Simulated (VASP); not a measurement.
Al2O3, 10 atoms in the cell. Symmetry: R-3c, No. 167, trigonal system. The conventional cell has a = 4.808 Å, b = 4.808 Å, c = 13.123 Å, α = 90.00°, β = 90.00°, γ = 120.00°. Within 2.5 Å of Al (site symmetry 3) lie 6 O at 1.87 to 1.99 Å. O (site symmetry 2) has 4 Al at 1.87 to 1.99 Å and 12 O at 2.55 to 2.89 Å within 2.9 Å. 

```yaml
Program: VASP 6.6.1
Task: single point
Functional: r2SCAN
Potentials_or_basis: VASP PAW PBE potentials, release 64 (Al, O)
Cutoff: 660 eV
k_mesh: 2 × 2 × 2
Occupations: fermi-dirac, width 0.01 eV
Spin: no spin polarisation
Dipole_correction: no
Further_INCAR_settings: ALGO = Normal; EDIFF = 1e-06; NBANDS = 35
```

Potentials or basis: VASP PAW PBE potentials, release 64 (Al, O).

Command:

```sh
$ cat potpaw_PBE.64/Al/POTCAR potpaw_PBE.64/O/POTCAR > POTCAR
$ cp INCAR.step1 INCAR
$ mpirun -np 1 vasp_std > vasp.out
$ cp INCAR.step2 INCAR
$ mpirun -np 1 vasp_std > vasp.out
```

Hardware: 1 thread of Intel Xeon 8259CL (shared host).

**Question.** Estimate the wall time of this run.

**Answer.** Wall time 3.5 min on 1 thread of Intel Xeon 8259CL, with other jobs on the host, peak memory 0.34 GiB. Counts: k points 4.
